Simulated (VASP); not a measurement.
Runs of VASP 6.6.1 on Ta4C3. The structure is that of space group Pm-3m (No. 221), or close to it. The cells are those of the table. 

| task | cell | k mesh | gap on the mesh (eV) | pressure (GPa) |
| --- | --- | --- | --- | --- |
| single point | a = 4.425 Å, 7 atoms | 8 × 8 × 8 | none | 1.0 |
| single point | a = 4.425 Å, 7 atoms | 4 × 4 × 4 | none | (a) |
| single point | a = 4.445 Å, 7 atoms | 4 × 4 × 4 | none | -3.3 |
| relaxation of cell and atoms | relaxed from a = 4.445 Å, 7 atoms | 4 × 4 × 4 | none | 0.0 |

Alike in all rows: level r2SCAN; potentials or basis VASP PAW PBE potentials, release 64 (Ta_pv, C); no spin polarisation; cutoff (eV) 660; smearing gaussian 0.1 eV.

**Question.** Estimate the missing entries.

**Answer.** (a) 0.9.

Caveats: the PAW data sets were made with another functional, which shifts forces and pressure a little; spin-orbit coupling is left out, which moves the levels of the heavy elements.

A k mesh can miss the band edges, and the runs leave out spin-orbit coupling on Ta.

A gap of «none» marks levels without a gap at the run's occupations.
